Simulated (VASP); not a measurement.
The system is LiBr.

```xyz
2
Lattice="0.0000 2.7395 2.7395 2.7395 0.0000 2.7395 2.7395 2.7395 0.0000" Properties=species:S:1:pos:R:3 pbc="T T T"
Li    0.0000    0.0000    0.0000
Br    2.7395    2.7395    2.7395
```

Base run:

```yaml
Program: VASP 6.6.1
Functional: HSE06
Potentials_or_basis: VASP PAW PBE potentials, release 64 (Li_sv, Br)
Cutoff: 650 eV
k_mesh: 6 × 6 × 6
Occupations: gaussian, width 0.01 eV
Spin: no spin polarisation
```

Its results: band gap on the k mesh 6.21 eV; pressure -0.2 GPa.

Problem. The run is repeated on the same cell with these changes: functional from HSE06 to PBE0. What comes out?

Solution. Band gap on the k mesh 6.91 eV; pressure -0.3 GPa.

Caveats: the PAW data sets were made with another functional, which shifts forces and pressure a little.

